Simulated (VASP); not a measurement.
# Rh (P6_3/mmc) in VASP: further runs

Rh is run at these levels: PBE; tasks: single point.

Everything below comes from runs of VASP 6.6.1. Logs are shortened: lines on timing, memory, paths and dates and some standing lists are left out, and cuts for length are marked.

### Step 1. The cell of the first run

Symmetry: P6_3/mmc, No. 194, hexagonal system. The conventional cell has a = 2.717 Å, b = 2.717 Å, c = 4.377 Å, α = 90.00°, β = 90.00°, γ = 120.00°. Within 3.6 Å of Rh (site symmetry -6m2) lie 12 Rh at 2.69 to 2.72 Å.

### Step 2. Single point, PBE

INCAR reads:

```
PREC = Accurate ; ENCUT = 520
EDIFF = 1E-7 ; ISMEAR = -1
SIGMA = 0.15 ; LREAL = False
LASPH = True ; NELM = 60
ALGO = Fast ; ISIF = 2
LWAVE = False ; LCHARG = False
GGA = PE ; NBANDS = 22
```

KPOINTS reads:

```
regular mesh
0
Gamma
  18 18 10
```

POSCAR reads:

```
Rh
1.0
    2.7174394556      0.0000000000      0.0000000000
   -1.3587197278      2.3533716018      0.0000000000
    0.0000000000      0.0000000000      4.3770566265
Rh
2
Direct
    0.6666666667      0.3333333333      0.7500000000
    0.3333333333      0.6666666667      0.2500000000
```

Potentials or basis: VASP PAW PBE potentials, release 64 (Rh_pv).

On the command line:

```console
$ cat potpaw_PBE.64/Rh_pv/POTCAR > POTCAR
$ mpirun -np 1 vasp_std > vasp.out
```

OUTCAR:

```text
PREC = Accurate
   ENCUT = 520
   EDIFF = 1E-7
   ISMEAR = -1
   LREAL = False
   LASPH = True
   NELM = 60
   ISIF = 2
   GGA = PE

 ion  position               nearest neighbor table
   1  0.667  0.333  0.750-   2 2.69   2 2.69   2 2.69   2 2.69   2 2.69   2 2.69
   2  0.333  0.667  0.250-   1 2.69   1 2.69   1 2.69   1 2.69   1 2.69   1 2.69

  LATTYP: Found a hexagonal cell.
 ALAT       =     2.7174394556
 C/A-ratio  =     1.6107282970

  Lattice vectors:

 A1 = (   2.7174394556,   0.0000000000,   0.0000000000)
 A2 = (  -1.3587197278,   2.3533716018,   0.0000000000)
 A3 = (   0.0000000000,   0.0000000000,   4.3770566265)

Analysis of symmetry for initial positions (statically):
=====================================================================
 Subroutine PRICEL returns:
 Original cell was already a primitive cell.

 Routine SETGRP: Setting up the symmetry group for a
 hexagonal supercell.

 Subroutine GETGRP returns: Found 24 space group operations
 (whereof 12 operations were pure point group operations)
 out of a pool of 24 trial point group operations.

The static configuration has the point symmetry D_3d.
 The point group associated with its full space group is D_6h.

Analysis of symmetry for dynamics (positions and initial velocities):
=====================================================================
 Subroutine PRICEL returns:
 Original cell was already a primitive cell.

 Routine SETGRP: Setting up the symmetry group for a
 hexagonal supercell.

 Subroutine GETGRP returns: Found 24 space group operations
 (whereof 12 operations were pure point group operations)
 out of a pool of 24 trial point group operations.

The dynamic configuration has the point symmetry D_3d.
 The point group associated with its full space group is D_6h.

 Subroutine INISYM returns: Found 24 space group operations
 (whereof 12 operations are pure point group operations),
 and found     1 'primitive' translations

----------------------------------------------------------------------------------------

                                     Primitive cell

  volume of cell :      27.9919

  direct lattice vectors                    reciprocal lattice vectors
     2.717439456  0.000000000  0.000000000     0.367993479  0.212461134  0.000000000
    -1.358719728  2.353371602  0.000000000     0.000000000  0.424922269  0.000000000
     0.000000000  0.000000000  4.377056626     0.000000000  0.000000000  0.228464031

  length of vectors
     2.717439456  2.717439456  4.377056626     0.424922269  0.424922269  0.228464031

  position of ions in fractional coordinates (direct lattice)
     0.666666667  0.333333333  0.750000000
     0.333333333  0.666666667  0.250000000

  ion indices of the primitive-cell ions
   primitive index   ion index
                 1           1
                 2           2

----------------------------------------------------------------------------------------

 KPOINTS: regular mesh

Automatic generation of k-mesh.
 Grid dimensions read from file:
 generate k-points for:   18   18   10

 Generating k-lattice:

  Cartesian coordinates                     Fractional coordinates (reciprocal lattice)
     0.020444082  0.011803396  0.000000000     0.055555556  0.000000000  0.000000000
     0.000000000  0.023606793  0.000000000     0.000000000  0.055555556  0.000000000
     0.000000000  0.000000000  0.022846403     0.000000000  0.000000000  0.100000000

  Length of vectors
     0.023606793  0.023606793  0.022846403

  Shift w.r.t. Gamma in fractional coordinates (k-lattice)
     0.000000000  0.000000000  0.000000000

 Subroutine IBZKPT returns following result:
 ===========================================

 Found    222 irreducible k-points:

 Following reciprocal coordinates:
            Coordinates               Weight
  0.000000  0.000000  0.000000      1.000000
  0.055556  0.000000  0.000000      6.000000
  0.111111  0.000000  0.000000      6.000000
  0.166667  0.000000  0.000000      6.000000
  0.222222  0.000000  0.000000      6.000000
  0.277778  0.000000  0.000000      6.000000
[... 16 lines left out ...]
  0.333333  0.111111  0.000000     12.000000
  0.388889  0.111111  0.000000     12.000000
 [... further k-points ...]
   k-points           NKPTS =    222   k-points in BZ     NKDIM =    222   number of bands    NBANDS=     22
   number of dos      NEDOS =    301   number of ions     NIONS =      2
   total plane-waves  NPLWV =  14400
   dimension x,y,z NGX =    20 NGY =   20 NGZ =   36
   dimension x,y,z NGXF=    40 NGYF=   40 NGZF=   72
   ions per type =               2
   NGX,Y,Z   is equivalent  to a cutoff of  12.24, 12.24, 13.67 a.u.
   NGXF,Y,Z  is equivalent  to a cutoff of  24.47, 24.47, 27.35 a.u.
 SYSTEM =  unknown system
   PREC   = accura    normal or accurate (medium, high low for compatibility)
   ISTART =      0    job   : 0-new  1-cont  2-samecut
   ICHARG =      2    charge: 1-file 2-atom 10-const
   ISPIN  =      1    spin polarized calculation?
   LNONCOLLINEAR =      F non collinear calculations
   LSORBIT =      F    spin-orbit coupling
   LASPH  =      T    aspherical Exc in radial PAW
   ENCUT  =  520.0 eV  38.22 Ry    6.18 a.u.   5.05  5.05  8.14*2*pi/ulx,y,z
   NELM   =     60;   NELMIN=  2; NELMDL= -5     # of ELM steps
   EDIFF  = 0.1E-06   stopping-criterion for ELM
   LREAL  =      F    real-space projection
   EDIFFG = 0.1E-05   stopping-criterion for IOM
   NSW    =      0    number of steps for IOM
   IBRION =     -1    ionic relax: 0-MD 1-quasi-New 2-CG
   NFREE  =      0    steps in history (QN), initial steepest desc. (CG)
   ISIF   =      2    stress and relaxation
   ISYM   =      2    0-nonsym 1-usesym 2-fastsym
   POTIM  = 0.5000    time-step for ionic-motion
   TEBEG  =    0.0;   TEEND  =   0.0 temperature during run
   PSTRESS=    0.0 pullay stress
   NELECT =      30.0000    total number of electrons
   NUPDOWN=      -1.0000    fix difference up-down
   EMIN   =  10.00;   EMAX   =-10.00  energy-range for DOS
   EFERMI =   0.00;   METHOD = LEGACY
   ISMEAR =    -1;   SIGMA  =   0.15  broadening in eV -4-tet -1-fermi 0-gaus
   EFERMI_NEDOS =   21; number of points for ismear=-14 and -15
   IALGO  =     68    algorithm
   IMIX   =      4    mixing-type and parameters
     AMIX     =   0.40;   BMIX     =  1.00
     AMIX_MAG =   1.60;   BMIX_MAG =  1.00
  volume/ion in A,a.u.               =      14.00        94.45
  Fermi-wavevector in a.u.,A,eV,Ry     =   1.675346  3.165944 38.188598  2.806783
  Thomas-Fermi vector in A             =   2.759981
   LORBIT       =      0    0 simple, 1 ext, 2 COOP (PROOUT), +10 PAW based schemes
   GGA     = PE    functional components
   LHFCALC =     F    Hartree Fock is set to
   AEXX    =    0.0000 exact exchange contribution
   IVDW    =     0    specifies the selected vdW correction
   LEPSILON=     F    determine dielectric tensor
   LRPA    =     F    only Hartree local field effects (RPA)
 non-spin polarized calculation
 RMM-DIIS sequential band-by-band and
  energy-cutoff  :      520.00
  volume of cell :       27.99
 maximum number of plane-waves:       780
   NGX = 11   NGY = 11   NGZ = 17

 number of electron      30.0000009 magnetization

 Free energy of the ion-electron system (eV)
  ---------------------------------------------------
  ext. energy  EPLUGINS =         0.00000000
  ---------------------------------------------------
  free energy    TOTEN  =       -14.56600379 eV

  energy without entropy =      -14.31858368  energy(sigma->0) =      -14.44229373

 E-fermi :  11.6547     XC(G=0): -13.9144

 val. band max:       11.6507502979   @ k =   0.3333   0.1111   0.2000
 cond. band min:      11.6594987130   @ k =   0.3889   0.0000   0.2000
 fundamental gap:      0.0087484152
 Fermi energy:        11.6547101128

 k-point     1 :       0.0000    0.0000    0.0000
  band No.  band energies     occupation
      1     -35.4578      2.00000
      2     -34.8401      2.00000
      3     -34.8401      2.00000
      4     -34.7455      2.00000
      5     -34.7367      2.00000
      6     -34.7367      2.00000
[... 14 lines left out ...]
     21      29.8387      0.00000
     22      30.3859      0.00000

 k-point     2 :       0.0556    0.0000    0.0000
  band No.  band energies     occupation
      1     -35.4510      2.00000
      2     -34.8553      2.00000
      3     -34.8451      2.00000
      4     -34.7525      2.00000
      5     -34.7484      2.00000
      6     -34.7391      2.00000
[... 14 lines left out ...]
     21      29.9599      0.00000
     22      30.4733      0.00000

 k-point     3 :       0.1111    0.0000    0.0000
  band No.  band energies     occupation
      1     -35.4311      2.00000
      2     -34.8990      2.00000
      3     -34.8593      2.00000
      4     -34.7977      2.00000
      5     -34.7571      2.00000
      6     -34.7461      2.00000
[... 14 lines left out ...]
     21      30.2789      0.00000
     22      30.4388      0.00000

 k-point     4 :       0.1667    0.0000    0.0000
  band No.  band energies     occupation
      1     -35.3993      2.00000
      2     -34.9660      2.00000
      3     -34.8806      2.00000
      4     -34.8661      2.00000
      5     -34.7717      2.00000
      6     -34.7572      2.00000
[... 14 lines left out ...]
     21      30.2191      0.00000
     22      30.4800      0.00000

 k-point     5 :       0.2222    0.0000    0.0000
  band No.  band energies     occupation
      1     -35.3577      2.00000
      2     -35.0483      2.00000
      3     -34.9484      2.00000
      4     -34.9061      2.00000
      5     -34.7921      2.00000
      6     -34.7713      2.00000
[... 417 lines left out ...]
 k-point    22 :       0.2778    0.1111    0.0000
  band No.  band energies     occupation
      1     -35.2424      2.00000
      2     -35.2100      2.00000
      3     -35.1297      2.00000
      4     -34.9705      2.00000
      5     -34.8580      2.00000
      6     -34.8358      2.00000
[... 14 lines left out ...]
     21      24.9523      0.00000
     22      27.6633      0.00000

 k-point    23 :       0.3333    0.1111    0.0000
  band No.  band energies     occupation
      1     -35.2725      2.00000
      2     -35.1931      2.00000
      3     -35.1755      2.00000
      4     -35.0004      2.00000
      5     -34.8910      2.00000
      6     -34.8511      2.00000
[... 14 lines left out ...]
     21      24.0648      0.00000
     22      26.9570      0.00000

 k-point    24 :       0.3889    0.1111    0.0000
  band No.  band energies     occupation
      1     -35.3132      2.00000
      2     -35.2053      2.00000
      3     -35.1533      2.00000
      4     -35.0197      2.00000
      5     -34.9201      2.00000
      6     -34.8611      2.00000
[... 14 lines left out ...]
     21      23.4443      0.00000
     22      26.3611      0.00000

 [... further k-points ...]
[... 5 lines left out ...]
  --------------------------------------------------------------------------------------
  -------------------------------------------------------------------------------------
  Total        0.5407873      0.5407873      0.5429293      0.0000000      0.0000000      0.0000000
  in kB       30.9531269     30.9531269     31.0757300      0.0000000      0.0000000      0.0000000
  external PRESSURE =      30.9939946 kB  Pullay stress =       0.0000000 kB

 VOLUME and BASIS-vectors are now :
 -----------------------------------------------------------------------------
  energy-cutoff  :      520.00
  volume of cell :       27.99
      direct lattice vectors                 reciprocal lattice vectors
     2.717439456  0.000000000  0.000000000     0.367993479  0.212461134  0.000000000
    -1.358719728  2.353371602  0.000000000     0.000000000  0.424922269  0.000000000
     0.000000000  0.000000000  4.377056626     0.000000000  0.000000000  0.228464031

 POSITION                                       TOTAL-FORCE (eV/Angst)
 -----------------------------------------------------------------------------------
      1.35872      0.78446      3.28279        -0.000000     -0.000000      0.000000
     -0.00000      1.56891      1.09426         0.000000      0.000000      0.000000
 -----------------------------------------------------------------------------------
    total drift:                               -0.000000      0.000000     -0.000000

  FREE ENERGIE OF THE ION-ELECTRON SYSTEM (eV)
  ---------------------------------------------------
  free  energy   TOTEN  =       -14.5660037853 eV

  energy  without entropy=      -14.3185836808  energy(sigma->0) =      -14.44229373
```

Run time: 2 min. Hardware: 1 thread of Intel Xeon Platinum 8488C (Sapphire Rapids), shared host; peak memory 0.22 GiB.

What came out:

| Item | Value |
| --- | --- |
| Free energy | -14.5660 eV |
| Pressure | 3.1 GPa |
| Band gap on the k mesh | zero (band 15 reaches 12.30 eV, above the bottom of band 16 at 9.95 eV) |

### Step 3. Single point, PBE

This run uses another cell than the first one, of 14.16 Å³/atom, 1.012 times its volume.

INCAR reads:

```
PREC = Accurate ; ENCUT = 520
EDIFF = 1E-6 ; ISMEAR = -1
SIGMA = 0.15 ; LREAL = F
LASPH = T ; NELM = 60
ALGO = Fast ; ISIF = 2
LWAVE = F ; LCHARG = F
GGA = PE ; NBANDS = 22
```

KPOINTS reads:

```
Automatic mesh
0
Gamma
  18 18 10
```

POSCAR reads:

```
Rh
1.0
    2.7285108022      0.0000000000      0.0000000000
   -1.3642554011      2.3629596692      0.0000000000
    0.0000000000      0.0000000000      4.3928611498
Rh
2
Direct
    0.6666666667      0.3333333333      0.7500000000
    0.3333333333      0.6666666667      0.2500000000
```

Potentials or basis: VASP PAW PBE potentials, release 64 (Rh_pv).

On the command line:

```console
$ cat potpaw_PBE.64/Rh_pv/POTCAR > POTCAR
$ mpirun -np 1 vasp_std > vasp.out
```

Run time: 91 s. Hardware: 1 thread of Intel Xeon Platinum 8488C (Sapphire Rapids), shared host; peak memory 0.22 GiB.

The run converged. Its results:

- Free energy: -14.5694 eV
- Pressure: 0.1 GPa
- Band gap on the k mesh: zero (band 15 reaches 12.08 eV, above the bottom of band 16 at 9.77 eV)

Levels at points of the mesh, in eV from the Fermi level:
```
           k point  band 12  band 13  band 14  band 15  band 16  band 17  band 18  band 19
(0.00, 0.00, 0.00)    -2.37    -2.37    -1.83    -1.83     0.15     0.15     0.83     8.43
(0.50, 0.00, 0.00)    -2.10    -2.06     0.40     0.63     0.70     2.95     5.00    10.17
(0.00, 0.00, 0.50)    -2.99    -2.99    -2.99    -0.40    -0.40    -0.40    -0.40    14.78
(0.50, 0.00, 0.50)    -1.59    -0.27    -0.27     0.59     0.59     2.65     2.65     9.07
```

### Step 4. Single point, PBE (volume scaled by 1.02, then relaxed in part)

INCAR reads:

```
PREC = Accurate
ENCUT = 520
EDIFF = 1E-6
ISMEAR = -1
SIGMA = 0.15
LREAL = False
LASPH = True
NELM = 100
ALGO = Fast
ISIF = 2
LWAVE = False
LCHARG = True
GGA = PE
LELF = True
LVHAR = True
NBANDS = 22
```

KPOINTS is that of step 3.

POSCAR reads:

```
Rh
1.0
    2.7472546692      0.0000000000      0.0000000000
   -1.3736273346      2.3791923342      0.0000000000
    0.0000000000      0.0000000000      4.4197851932
Rh
2
Direct
    0.6666666667      0.3333333333      0.7500000000
    0.3333333333      0.6666666667      0.2500000000
```

On the command line:

```console
$ cat potpaw_PBE.64/Rh_pv/POTCAR > POTCAR
$ mpirun -np 1 vasp_std > vasp.out
```

Run time: 96 s. Hardware: 1 thread of Intel Xeon Platinum 8488C (Sapphire Rapids), shared host; peak memory 0.22 GiB.

Results (log left out):

```yaml
Free_energy: -14.5615 eV
Pressure: -4.5 GPa
Band_gap_on_the_k_mesh: zero (band 15 reaches 11.70 eV, above the bottom of band 16 at 9.48 eV)
```

Levels at points of the mesh, in eV from the Fermi level:
| k point | band 12 | band 13 | band 14 | band 15 | band 16 | band 17 | band 18 | band 19 |
| --- | --- | --- | --- | --- | --- | --- | --- | --- |
| (0.00, 0.00, 0.00) | -2.29 | -2.29 | -1.78 | -1.78 | 0.15 | 0.15 | 0.86 | 8.25 |
| (0.50, 0.00, 0.00) | -2.03 | -1.99 | 0.39 | 0.61 | 0.68 | 2.89 | 4.90 | 10.03 |
| (0.00, 0.00, 0.50) | -2.90 | -2.90 | -2.90 | -0.38 | -0.38 | -0.38 | -0.38 | 14.70 |
| (0.50, 0.00, 0.50) | -1.54 | -0.25 | -0.25 | 0.56 | 0.56 | 2.62 | 2.62 | 8.88 |

Caveat: the cell differs from its parent crystal (volume scaled by 1.02, then relaxed in part).

### Step 5. Overview

```tsv
cell	further INCAR settings	gap on the mesh (eV)	pressure (GPa)
a = 2.717, b = 2.717, c = 4.377 Å, angles 90.0, 90.0, 120.0°, 2 atoms	ALGO = Fast; EDIFF = 1e-07; NBANDS = 22	none	3.1
a = 2.729, b = 2.729, c = 4.393 Å, angles 90.0, 90.0, 120.0°, 2 atoms	ALGO = Fast; EDIFF = 1e-06; NBANDS = 22	none	0.1
a = 2.747, b = 2.747, c = 4.420 Å, angles 90.0, 90.0, 120.0°, 2 atoms	ALGO = Fast; EDIFF = 1e-06; NBANDS = 22	none	-4.5
```

Alike in all rows: task single point; level PBE; potentials or basis VASP PAW PBE potentials, release 64 (Rh_pv); no spin polarisation; k mesh 18 × 18 × 10; cutoff (eV) 520; smearing fermi-dirac 0.15 eV.

Absolute energies hang on the potentials; compare differences alone.
